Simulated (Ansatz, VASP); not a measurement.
**One calculation of Ti3S2, two programs**

```
Ti S
1.0
     2.71311    1.56642    3.23762
    -2.71311    1.56642    3.23762
     0.00000   -3.13283    3.23762
Ti S
3 2
Direct
  0.00000 0.33565 0.66434
  0.66434 0.00000 0.33565
  0.33565 0.66434 0.00000
  0.16784 0.16784 0.16784
  0.83216 0.83216 0.83216
```

Alike in both runs: functional PBEsol; k mesh 5 × 5 × 5; occupations fermi-dirac, width 0.05 eV; no spin polarisation.

```csv
,VASP,Ansatz
version,VASP 6.6.1,Ansatz 0.2.0
potentials or method,"VASP PAW PBE potentials, release 64 (Ti_sv, S)",Ansatz PAW
plane-wave cutoff (eV),520,420
valence electrons in the cell,48,48
task,single point,band structure
```

|  | VASP | Ansatz | Ansatz less VASP |
| --- | --- | --- | --- |
| gap on the k mesh at the Fermi level (eV) | none | none | - |
| pressure (GPa) | -4.3 | -4.5 | -0.20 |
| traceless stress, the component that is largest in VASP (GPa) | -0.49 | -0.58 | -0.090 |
| rms of the force components (eV/Å) | 0.023 | 0.027 | +0.0041 |

VASP's potentials were made for PBE, not for PBEsol. Atom by atom the forces differ by 0.004 eV/Å (rms over components). A gap of «none» marks a metal or a gap that the smearing closes.
